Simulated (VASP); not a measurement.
# BiTe (Fm-3m) in VASP: notebook

Runs on BiTe. Level: r2SCAN. Tasks: single point.

All numbers are computed with VASP 6.6.1; they aren't measurements. Logs are shortened: lines on timing, memory, paths and dates and some standing lists are left out, and cuts for length are marked.

**1. The cell of the first run**

Symmetry: Fm-3m, No. 225, cubic system. The conventional cell has a = 6.593 Å, b = 6.593 Å, c = 6.593 Å, α = 90.00°, β = 90.00°, γ = 90.00°. Within 4.3 Å of Bi (site symmetry m-3m) lie 6 Te at 3.30 Å. Within 4.3 Å of Te (site symmetry m-3m) lie 6 Bi at 3.30 Å.

**2. Single point, r2SCAN (volume scaled by 1.06)**

File POSCAR:

```
BiTe
1.0
    0.0000000000      3.2966876735      3.2966876735
    3.2966876735      0.0000000000      3.2966876735
    3.2966876735      3.2966876735      0.0000000000
Bi Te
1 1
Direct
    0.0000000000      0.0000000000      0.0000000000
    0.5000000000      0.5000000000      0.5000000000
```

File INCAR.step1:

```
PREC     = Accurate       # precision mode
ENCUT    = 520            # plane-wave cutoff, eV
ISMEAR   = 0              # smearing method
SIGMA    = 0.1            # smearing width, eV
LREAL    = False          # projectors in reciprocal space
LASPH    = True           # aspherical terms in the spheres
NELM     = 60             # most SCF steps
NBANDS   = 18             # bands
GGA      = PE             # functional
ALGO     = Normal         # electronic algorithm
EDIFF    = 1E-4           # SCF threshold, eV
LWAVE    = True           # write WAVECAR
LCHARG   = False          # write CHGCAR
```

File INCAR.step2:

```
PREC     = Accurate       # precision mode
ENCUT    = 520            # plane-wave cutoff, eV
EDIFF    = 1E-7           # SCF threshold, eV
ISMEAR   = 0              # smearing method
SIGMA    = 0.1            # smearing width, eV
LREAL    = False          # projectors in reciprocal space
LASPH    = True           # aspherical terms in the spheres
NELM     = 60             # most SCF steps
ALGO     = Normal         # electronic algorithm
ISIF     = 2              # what is computed and relaxed
LWAVE    = False          # write WAVECAR
LCHARG   = False          # write CHGCAR
METAGGA  = R2SCAN         # meta-GGA
LMIXTAU  = True         
NBANDS   = 18             # bands
ISTART   = 1
```

File KPOINTS:

```
Automatic mesh
0
Gamma
  12 12 12
```

Potentials or basis: VASP PAW PBE potentials, release 64 (Bi_d, Te).

Command:

```console
$ cat potpaw_PBE.64/Bi_d/POTCAR potpaw_PBE.64/Te/POTCAR > POTCAR
$ cp INCAR.step1 INCAR
$ mpirun -np 1 vasp_std > vasp.out
$ cp INCAR.step2 INCAR
$ mpirun -np 1 vasp_std > vasp.out
```

OUTCAR:

```text
PREC = Accurate
   ENCUT = 520
   EDIFF = 1E-7
   ISMEAR = 0
   LREAL = False
   LASPH = True
   NELM = 60
   ISIF = 2
   METAGGA = R2SCAN
   ISTART = 1

 ion  position               nearest neighbor table
   1  0.000  0.000  0.000-   2 3.30   2 3.30   2 3.30   2 3.30   2 3.30   2 3.30
   2  0.500  0.500  0.500-   1 3.30   1 3.30   1 3.30   1 3.30   1 3.30   1 3.30

  LATTYP: Found a face centered cubic cell.
 ALAT       =     6.5933753470

  Lattice vectors:

 A1 = (   0.0000000000,   3.2966876735,   3.2966876735)
 A2 = (   3.2966876735,   0.0000000000,   3.2966876735)
 A3 = (   3.2966876735,   3.2966876735,   0.0000000000)

Analysis of symmetry for initial positions (statically):
=====================================================================
 Subroutine PRICEL returns:
 Original cell was already a primitive cell.

 Routine SETGRP: Setting up the symmetry group for a
 face centered cubic supercell.

 Subroutine GETGRP returns: Found 48 space group operations
 (whereof 48 operations were pure point group operations)
 out of a pool of 48 trial point group operations.

The static configuration has the point symmetry O_h .

Analysis of symmetry for dynamics (positions and initial velocities):
=====================================================================
 Subroutine PRICEL returns:
 Original cell was already a primitive cell.

 Routine SETGRP: Setting up the symmetry group for a
 face centered cubic supercell.

 Subroutine GETGRP returns: Found 48 space group operations
 (whereof 48 operations were pure point group operations)
 out of a pool of 48 trial point group operations.

The dynamic configuration has the point symmetry O_h .

 Subroutine INISYM returns: Found 48 space group operations
 (whereof 48 operations are pure point group operations),
 and found     1 'primitive' translations

----------------------------------------------------------------------------------------

                                     Primitive cell

  volume of cell :      71.6578

  direct lattice vectors                    reciprocal lattice vectors
     0.000000000  3.296687674  3.296687674    -0.151667385  0.151667385  0.151667385
     3.296687674  0.000000000  3.296687674     0.151667385 -0.151667385  0.151667385
     3.296687674  3.296687674  0.000000000     0.151667385  0.151667385 -0.151667385

  length of vectors
     4.662220419  4.662220419  4.662220419     0.262695617  0.262695617  0.262695617

  position of ions in fractional coordinates (direct lattice)
     0.000000000  0.000000000  0.000000000
     0.500000000  0.500000000  0.500000000

  ion indices of the primitive-cell ions
   primitive index   ion index
                 1           1
                 2           2

----------------------------------------------------------------------------------------

 KPOINTS: Automatic mesh

Automatic generation of k-mesh.
 Grid dimensions read from file:
 generate k-points for:   12   12   12

 Generating k-lattice:

  Cartesian coordinates                     Fractional coordinates (reciprocal lattice)
    -0.012638949  0.012638949  0.012638949     0.083333333  0.000000000  0.000000000
     0.012638949 -0.012638949  0.012638949     0.000000000  0.083333333  0.000000000
     0.012638949  0.012638949 -0.012638949     0.000000000  0.000000000  0.083333333

  Length of vectors
     0.021891301  0.021891301  0.021891301

  Shift w.r.t. Gamma in fractional coordinates (k-lattice)
     0.000000000  0.000000000  0.000000000

 Subroutine IBZKPT returns following result:
 ===========================================

 Found     72 irreducible k-points:

 Following reciprocal coordinates:
            Coordinates               Weight
  0.000000  0.000000  0.000000      1.000000
  0.083333  0.000000  0.000000      8.000000
  0.166667  0.000000  0.000000      8.000000
  0.250000  0.000000  0.000000      8.000000
  0.333333  0.000000  0.000000      8.000000
  0.416667  0.000000  0.000000      8.000000
[... 16 lines left out ...]
  0.500000  0.166667  0.000000     24.000000
 -0.416667  0.166667  0.000000     24.000000
 [... further k-points ...]
   k-points           NKPTS =     72   k-points in BZ     NKDIM =     72   number of bands    NBANDS=     18
   number of dos      NEDOS =    301   number of ions     NIONS =      2
   total plane-waves  NPLWV =  46656
   dimension x,y,z NGX =    36 NGY =   36 NGZ =   36
   dimension x,y,z NGXF=    72 NGYF=   72 NGZF=   72
   ions per type =               1   1
   NGX,Y,Z   is equivalent  to a cutoff of  12.84, 12.84, 12.84 a.u.
   NGXF,Y,Z  is equivalent  to a cutoff of  25.67, 25.67, 25.67 a.u.
 SYSTEM =  unknown system
   PREC   = accura    normal or accurate (medium, high low for compatibility)
   ISTART =      1    job   : 0-new  1-cont  2-samecut
   ICHARG =      0    charge: 1-file 2-atom 10-const
   ISPIN  =      1    spin polarized calculation?
   LNONCOLLINEAR =      F non collinear calculations
   LSORBIT =      F    spin-orbit coupling
   LASPH  =      T    aspherical Exc in radial PAW
   ENCUT  =  520.0 eV  38.22 Ry    6.18 a.u.   8.67  8.67  8.67*2*pi/ulx,y,z
   NELM   =     60;   NELMIN=  2; NELMDL=  0     # of ELM steps
   EDIFF  = 0.1E-06   stopping-criterion for ELM
   LREAL  =      F    real-space projection
   EDIFFG = 0.1E-05   stopping-criterion for IOM
   NSW    =      0    number of steps for IOM
   IBRION =     -1    ionic relax: 0-MD 1-quasi-New 2-CG
   NFREE  =      0    steps in history (QN), initial steepest desc. (CG)
   ISIF   =      2    stress and relaxation
   ISYM   =      2    0-nonsym 1-usesym 2-fastsym
   POTIM  = 0.5000    time-step for ionic-motion
   TEBEG  =    0.0;   TEEND  =   0.0 temperature during run
   PSTRESS=    0.0 pullay stress
   NELECT =      21.0000    total number of electrons
   NUPDOWN=      -1.0000    fix difference up-down
   EMIN   =  10.00;   EMAX   =-10.00  energy-range for DOS
   EFERMI =   0.00;   METHOD = LEGACY
   ISMEAR =     0;   SIGMA  =   0.10  broadening in eV -4-tet -1-fermi 0-gaus
   EFERMI_NEDOS =   21; number of points for ismear=-14 and -15
   IALGO  =     38    algorithm
   IMIX   =      4    mixing-type and parameters
     AMIX     =   0.40;   BMIX     =  1.00
     AMIX_MAG =   1.60;   BMIX_MAG =  1.00
  volume/ion in A,a.u.               =      35.83       241.79
  Fermi-wavevector in a.u.,A,eV,Ry     =   1.087410  2.054908 16.088362  1.182461
  Thomas-Fermi vector in A             =   2.223569
   LORBIT       =      0    0 simple, 1 ext, 2 COOP (PROOUT), +10 PAW based schemes
   METAGGA = R2SCAN    functional components
   LHFCALC =     F    Hartree Fock is set to
   AEXX    =    0.0000 exact exchange contribution
   IVDW    =     0    specifies the selected vdW correction
   LEPSILON=     F    determine dielectric tensor
   LRPA    =     F    only Hartree local field effects (RPA)
 non-spin polarized calculation
 Gauss-broadening in eV      SIGMA  =   0.10
  energy-cutoff  :      520.00
  volume of cell :       71.66
 maximum number of plane-waves:      1964
   NGX = 17   NGY = 17   NGZ = 17

 number of electron      20.9999998 magnetization

 Free energy of the ion-electron system (eV)
  ---------------------------------------------------
  ext. energy  EPLUGINS =         0.00000000
  ---------------------------------------------------
  free energy    TOTEN  =       -83.99784256 eV

  energy without entropy =      -83.99153819  energy(sigma->0) =      -83.99469037

 E-fermi :   5.9146     XC(G=0):  -9.7334

 val. band max:        5.9045659000   @ k =  -0.2500   0.2500   0.0000
 cond. band min:       5.9628886262   @ k =   0.3333   0.0000   0.0000
 fundamental gap:      0.0583227262
 Fermi energy:         5.9146450887

 k-point     1 :       0.0000    0.0000    0.0000
  band No.  band energies     occupation
      1     -17.9680      2.00000
      2     -17.9680      2.00000
      3     -17.9656      2.00000
      4     -17.9656      2.00000
      5     -17.9656      2.00000
      6      -7.8425      2.00000
[... 10 lines left out ...]
     17      12.3841      0.00000
     18      12.8435      0.00000

 k-point     2 :       0.0833    0.0000    0.0000
  band No.  band energies     occupation
      1     -17.9682      2.00000
      2     -17.9682      2.00000
      3     -17.9655      2.00000
      4     -17.9653      2.00000
      5     -17.9653      2.00000
      6      -7.7815      2.00000
[... 10 lines left out ...]
     17      12.7869      0.00000
     18      13.2027      0.00000

 k-point     3 :       0.1667    0.0000    0.0000
  band No.  band energies     occupation
      1     -17.9688      2.00000
      2     -17.9688      2.00000
      3     -17.9652      2.00000
      4     -17.9643      2.00000
      5     -17.9643      2.00000
      6      -7.5997      2.00000
[... 10 lines left out ...]
     17      13.7661      0.00000
     18      14.1215      0.00000

 k-point     4 :       0.2500    0.0000    0.0000
  band No.  band energies     occupation
      1     -17.9699      2.00000
      2     -17.9699      2.00000
      3     -17.9648      2.00000
      4     -17.9628      2.00000
      5     -17.9628      2.00000
      6      -7.3010      2.00000
[... 10 lines left out ...]
     17      14.9316      0.00000
     18      15.3607      0.00000

 k-point     5 :       0.3333    0.0000    0.0000
  band No.  band energies     occupation
      1     -17.9709      2.00000
      2     -17.9709      2.00000
      3     -17.9643      2.00000
      4     -17.9613      2.00000
      5     -17.9613      2.00000
      6      -6.8928      2.00000
[... 10 lines left out ...]
     17      15.5938      0.00000
     18      16.7298      0.00000

 k-point     6 :       0.4167    0.0000    0.0000
  band No.  band energies     occupation
      1     -17.9717      2.00000
      2     -17.9717      2.00000
      3     -17.9641      2.00000
      4     -17.9602      2.00000
      5     -17.9602      2.00000
      6      -6.3900      2.00000
[... 307 lines left out ...]
 k-point    21 :       0.3333    0.1667    0.0000
  band No.  band energies     occupation
      1     -17.9731      2.00000
      2     -17.9678      2.00000
      3     -17.9658      2.00000
      4     -17.9616      2.00000
      5     -17.9608      2.00000
      6      -6.9961      2.00000
[... 10 lines left out ...]
     17      14.3840      0.00000
     18      14.6889      0.00000

 k-point    22 :       0.4167    0.1667    0.0000
  band No.  band energies     occupation
      1     -17.9737      2.00000
      2     -17.9689      2.00000
      3     -17.9649      2.00000
      4     -17.9609      2.00000
      5     -17.9597      2.00000
      6      -6.5820      2.00000
[... 10 lines left out ...]
     17      14.8199      0.00000
     18      15.7801      0.00000

 k-point    23 :       0.5000    0.1667    0.0000
  band No.  band energies     occupation
      1     -17.9738      2.00000
      2     -17.9699      2.00000
      3     -17.9638      2.00000
      4     -17.9607      2.00000
      5     -17.9593      2.00000
      6      -6.0979      2.00000
[... 10 lines left out ...]
     17      15.0890      0.00000
     18      15.9874      0.00000

 k-point    24 :      -0.4167    0.1667    0.0000
  band No.  band energies     occupation
      1     -17.9731      2.00000
      2     -17.9706      2.00000
      3     -17.9632      2.00000
      4     -17.9607      2.00000
      5     -17.9598      2.00000
      6      -5.9053      2.00000
[... 10 lines left out ...]
     17      15.7801      0.00000
     18      16.9811      0.00000

 [... further k-points ...]
[... 5 lines left out ...]
  --------------------------------------------------------------------------------------
  -------------------------------------------------------------------------------------
  Total       -1.1652773     -1.1652773     -1.1652773      0.0000000      0.0000000      0.0000000
  in kB      -26.0541221    -26.0541221    -26.0541221      0.0000000      0.0000000      0.0000000
  external PRESSURE =     -26.0541221 kB  Pullay stress =       0.0000000 kB

 VOLUME and BASIS-vectors are now :
 -----------------------------------------------------------------------------
  energy-cutoff  :      520.00
  volume of cell :       71.66
      direct lattice vectors                 reciprocal lattice vectors
     0.000000000  3.296687674  3.296687674    -0.151667385  0.151667385  0.151667385
     3.296687674  0.000000000  3.296687674     0.151667385 -0.151667385  0.151667385
     3.296687674  3.296687674  0.000000000     0.151667385  0.151667385 -0.151667385

 POSITION                                       TOTAL-FORCE (eV/Angst)
 -----------------------------------------------------------------------------------
      0.00000      0.00000      0.00000         0.000000     -0.000000      0.000000
      3.29669      3.29669      3.29669        -0.000000      0.000000     -0.000000
 -----------------------------------------------------------------------------------
    total drift:                               -0.000000      0.000000      0.000000

  FREE ENERGIE OF THE ION-ELECTRON SYSTEM (eV)
  ---------------------------------------------------
  free  energy   TOTEN  =       -83.9978425557 eV

  energy  without entropy=      -83.9915381853  energy(sigma->0) =      -83.99469037
```

It took 2.8 min on 1 thread of Intel Xeon Platinum 8488C (Sapphire Rapids), shared host; peak memory 0.27 GiB.

What came out:

| Quantity | Value |
| --- | --- |
| Free energy | -83.9978 eV |
| Pressure | -2.6 GPa |

Levels at points of the mesh, in eV from the Fermi level:
```tsv
k point	band 8	band 9	band 10	band 11	band 12	band 13
(0.00, 0.00, 0.00)	-2.64	-2.64	-2.64	2.12	2.12	2.12
(0.50, 0.00, 0.00)	-1.99	-1.99	-1.66	-0.68	-0.60	-0.60
(0.50, 0.50, 0.00)	-5.58	-4.03	-4.03	2.71	3.49	3.49
```

Caveat: the PAW data sets were made with another functional, which shifts forces and pressure a little; spin-orbit coupling is left out, which moves the levels of the heavy elements.

**3. Single point, r2SCAN (volume scaled by 1.10)**

File POSCAR:

```
BiTe
1.0
    0.0000000000      3.3376445033      3.3376445033
    3.3376445033      0.0000000000      3.3376445033
    3.3376445033      3.3376445033      0.0000000000
Bi Te
1 1
Direct
    0.0000000000      0.0000000000      0.0000000000
    0.5000000000      0.5000000000      0.5000000000
```

File INCAR.step1:

```
ALGO = Normal
EDIFF = 1E-4
ENCUT = 520
GGA = PE
ISMEAR = 0
LASPH = T
LCHARG = F
LREAL = F
LWAVE = T
NBANDS = 18
NELM = 100
PREC = Accurate
SIGMA = 0.1
```

File INCAR.step2:

```
ALGO = Normal
EDIFF = 1E-6
ENCUT = 520
ISIF = 2
ISMEAR = 0
ISTART = 1
LASPH = T
LCHARG = F
LMIXTAU = T
LREAL = F
LWAVE = F
METAGGA = R2SCAN
NBANDS = 18
NELM = 100
PREC = Accurate
SIGMA = 0.1
```

File KPOINTS:

```
k-points
0
Gamma
  12 12 12
```

Potentials or basis: VASP PAW PBE potentials, release 64 (Bi_d, Te).

Command:

```console
$ cat potpaw_PBE.64/Bi_d/POTCAR potpaw_PBE.64/Te/POTCAR > POTCAR
$ cp INCAR.step1 INCAR
$ mpirun -np 1 vasp_std > vasp.out
$ cp INCAR.step2 INCAR
$ mpirun -np 1 vasp_std > vasp.out
```

Run time: 2.5 min. Hardware: 1 thread of Intel Xeon Platinum 8488C (Sapphire Rapids), shared host; peak memory 0.28 GiB.

The run converged. Its results:

```yaml
Free_energy: -83.9431 eV
Pressure: -3.9 GPa
```

Levels at points of the mesh, in eV from the Fermi level:
```csv
k point,band 6,band 7,band 8,band 9,band 10,band 11,band 12,band 13,band 14,band 15
"(0.00, 0.00, 0.00)",-13.51,-8.65,-2.54,-2.54,-2.54,2.04,2.04,2.04,5.17,5.17
"(0.50, 0.00, 0.00)",-11.69,-11.42,-1.91,-1.91,-1.66,-0.67,-0.55,-0.55,7.61,7.92
"(0.50, 0.50, 0.00)",-11.93,-10.30,-5.33,-3.85,-3.85,2.84,3.32,3.32,4.55,8.76
```

Caveat: the PAW data sets were made with another functional, which shifts forces and pressure a little; spin-orbit coupling is left out, which moves the levels of the heavy elements.

**4. Single point, r2SCAN (equal strain along all axes, cell held: +3.0 %)**

File POSCAR:

```
BiTe
1.0
    3.3302723141      3.3302723141      0.0000000000
   -3.3302723141      3.3302723141      0.0000000000
    0.0000000000      0.0000000000      6.6605446282
Bi Te
2 2
Direct
    0.0000000000      0.0000000000      0.0000000000
    0.5000000000      0.5000000000      0.5000000000
    0.5000000000      0.5000000000      0.0000000000
    0.0000000000      0.0000000000      0.5000000000
```

File INCAR.step1:

```
SYSTEM = BiTe
PREC = Accurate
ENCUT = 520
ISMEAR = 0
SIGMA = 0.1
LREAL = .FALSE.
LASPH = .TRUE.
NELM = 60
NBANDS = 29
GGA = PE
ALGO = Normal
EDIFF = 1E-4
LWAVE = .TRUE.
LCHARG = .FALSE.
```

File INCAR.step2:

```
SYSTEM = BiTe
PREC = Accurate
ENCUT = 520
EDIFF = 1E-6
ISMEAR = 0
SIGMA = 0.1
LREAL = .FALSE.
LASPH = .TRUE.
NELM = 60
ALGO = Normal
ISIF = 2
LWAVE = .FALSE.
LCHARG = .TRUE.
METAGGA = R2SCAN
LMIXTAU = .TRUE.
LELF = .TRUE.
LVHAR = .TRUE.
NBANDS = 29
ISTART = 1
```

File KPOINTS:

```
regular mesh
0
G
  10 10 8
  0 0 0
```

Command:

```console
$ cat potpaw_PBE.64/Bi_d/POTCAR potpaw_PBE.64/Te/POTCAR > POTCAR
$ cp INCAR.step1 INCAR
$ mpirun -np 1 vasp_std > vasp.out
$ cp INCAR.step2 INCAR
$ mpirun -np 1 vasp_std > vasp.out
```

Run time: 7.8 min. Hardware: 1 thread of Intel Xeon 6975P-C (Granite Rapids), shared host; peak memory 0.54 GiB.

Results (log left out):

```
Free energy            : -167.9163 eV
Pressure               : -3.7 GPa
Band gap on the k mesh : zero (band 21 reaches 8.49 eV, above the bottom of band 22 at 4.89 eV)
```

Levels at points of the mesh, in eV from the Fermi level:
| k point | band 18 | band 19 | band 20 | band 21 | band 22 | band 23 | band 24 | band 25 |
| --- | --- | --- | --- | --- | --- | --- | --- | --- |
| (0.00, 0.00, 0.00) | -2.58 | -2.58 | -2.57 | 2.04 | 2.04 | 2.04 | 2.80 | 3.33 |
| (0.50, 0.00, 0.00) | -2.17 | -2.07 | -2.07 | -0.14 | -0.14 | -0.06 | -0.06 | 3.05 |
| (0.50, 0.50, 0.00) | -3.90 | -3.90 | -3.90 | 2.80 | 2.80 | 3.34 | 3.34 | 3.34 |
| (0.00, 0.00, 0.50) | -3.32 | -2.66 | -2.66 | 0.65 | 0.65 | 2.56 | 2.56 | 2.56 |
| (0.50, 0.00, 0.50) | -1.94 | -1.67 | -1.67 | -0.69 | -0.69 | -0.58 | -0.58 | -0.58 |
| (0.50, 0.50, 0.50) | -4.76 | -1.66 | -1.66 | -0.25 | -0.25 | 3.77 | 3.77 | 3.77 |

Caveat: the cell differs from its parent crystal (equal strain along all axes, cell held: +3.0 %); the PAW data sets were made with another functional, which shifts forces and pressure a little; spin-orbit coupling is left out, which moves the levels of the heavy elements.

**5. Overview**

| cell | k mesh | gap on the mesh (eV) | pressure (GPa) |
| --- | --- | --- | --- |
| a = 4.662 Å, angles 60.0°, 2 atoms | 12 × 12 × 12 | none | -2.6 |
| a = 4.720 Å, angles 60.0°, 2 atoms | 12 × 12 × 12 | none | -3.9 |
| a = 4.710, b = 4.710, c = 6.661 Å, 4 atoms | 10 × 10 × 8 | none | -3.7 |

Alike in all rows: task single point; level r2SCAN; potentials or basis VASP PAW PBE potentials, release 64 (Bi_d, Te); no spin polarisation; cutoff (eV) 520; smearing gaussian 0.1 eV.

Caveats: the PAW data sets were made with another functional, which shifts forces and pressure a little; spin-orbit coupling is left out, which moves the levels of the heavy elements.

Absolute energies hang on the potentials; compare differences alone.
